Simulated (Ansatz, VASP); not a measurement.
# Two plane-wave programs on Br

```
Br
1.0
     0.00000    3.50671    3.50671
     3.50671    0.00000    3.50671
     3.50671    3.50671    0.00000
Br
2
Cartesian
  -0.8767 -0.8767 -0.8767
  0.8767 0.8767 0.8767
```

Alike in both runs: functional PBE; k mesh 11 × 11 × 11; occupations fermi-dirac, width 0.08 eV; no spin polarisation.

Ansatz relaxed the structure, and its values are those at the end. VASP's run is a single point on that final structure, the one shown.

```csv
,VASP,Ansatz
version,VASP 6.6.1,Ansatz 0.2.0
potentials or method,"VASP PAW PBE potentials, release 64 (Br)","PAW with Ansatz's default frozen-core files, scalar-relativistic"
plane-wave cutoff (eV),520,420
valence electrons in the cell,14,14
```

|  | VASP | Ansatz | Ansatz less VASP |
| --- | --- | --- | --- |
| pressure (GPa) | 0.1 | 0.0 | -0.01 |

The functional is the same, so the differences come from potentials, cutoffs and numerics.
